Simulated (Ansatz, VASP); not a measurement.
Two plane-wave programs on AlN

```
Al N
1.0
     3.11388    0.00000    0.00000
    -1.55694    2.69670    0.00000
     0.00000    0.00000    4.98344
Al N
2 2
Direct
  0.33333 0.66667 0.00149
  0.66667 0.33333 0.50149
  0.33333 0.66667 0.38351
  0.66667 0.33333 0.88351
```

Alike in both runs: functional PBEsol; k mesh 12 × 12 × 8; occupations gaussian, width 0.05 eV; no spin polarisation.

Ansatz relaxed the structure, and its values are those at the end. VASP's run is a single point on that final structure, the one shown.

```csv
,VASP,Ansatz
version,VASP 6.6.1,Ansatz 0.2.0
potentials or method,"VASP PAW PBE potentials, release 64 (Al, N), cutoff 520 eV","scalar-relativistic, plane waves, PAW"
valence electrons in the cell,16,16
```

Ansatz gave:

* gap on the k mesh at the Fermi level (eV): 4.09
* least direct gap on the mesh (eV): 4.09
* pressure (GPa): 0.0

Problem. Estimate VASP's values.

Solution. gap on the k mesh at the Fermi level (eV): 4.11; least direct gap on the mesh (eV): 4.11; pressure (GPa): 0.0.

VASP's potentials were made for PBE, not for PBEsol. With one functional, cell and mesh, what is left measures potentials, basis and numerics.
